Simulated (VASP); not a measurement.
Set up this calculation in VASP 6.6.1, as the native input.

- Task: single point
- Functional: PBEsol
- Potentials or basis: VASP PAW PBE potentials, release 64 (Ti_sv, Al)
- Cutoff: 520 eV
- k mesh: 12 × 12 × 12
- Occupations: gaussian, width 0.15 eV
- Spin: collinear spin
- Starting moments: [0.1, 0.1, 0.1, 0.0] μB
- Fixed moment: 0.3 μB
- Dipole correction: no
- Further INCAR settings: ALGO = Fast; EDIFF = 1e-07; NBANDS = 32

The structure of Ti3Al lies in POSCAR:

```
Ti3Al
1.0
    0.0000000000      3.4375311292      3.4375311292
    3.4375311292      0.0000000000      3.4375311292
    3.4375311292      3.4375311292      0.0000000000
Ti Al
3 1
Direct
    0.7500000000      0.7500000000      0.7500000000
    0.2500000000      0.2500000000      0.2500000000
    0.0000000000      0.0000000000      0.0000000000
    0.5000000000      0.5000000000      0.5000000000
```

These files were run (other wordings do the same):

INCAR

```
ALGO = Fast
EDIFF = 1E-7
ENCUT = 520
GGA = PS
ISIF = 2
ISMEAR = 0
ISPIN = 2
LASPH = T
LCHARG = F
LMAXMIX = 4
LORBIT = 11
LREAL = F
LWAVE = F
MAGMOM = 0.1 0.1 0.1 0
NBANDS = 32
NELM = 150
NUPDOWN = 0.3
PREC = Accurate
SIGMA = 0.15
```

KPOINTS

```
k-points
0
Gamma
  12 12 12
```

Potentials or basis: VASP PAW PBE potentials, release 64 (Ti_sv, Al).

Run with:

```bash
$ cat potpaw_PBE.64/Ti_sv/POTCAR potpaw_PBE.64/Al/POTCAR > POTCAR
$ mpirun -np 1 vasp_std > vasp.out
```

Results of the run:

| Item | Value |
| --- | --- |
| Pressure | -17.6 GPa |
| Net moment | 0.30 μB per cell |
| Site moments | Ti -0.03, +0.31 (each value once); Al -0.01 μB |
| Valence electrons inside the program's atomic spheres | Ti 10.08, 10.14 (each value once); Al 0.74 |

Caveat: the cell stands under tension; the PAW data sets were made with another functional, which shifts forces and pressure a little; the total moment is fixed, so each spin has its own Fermi level and the state may be an excited one.

Wall time 40 min on 1 thread of Intel Xeon 8259CL, with other jobs on the host, peak memory 0.43 GiB.
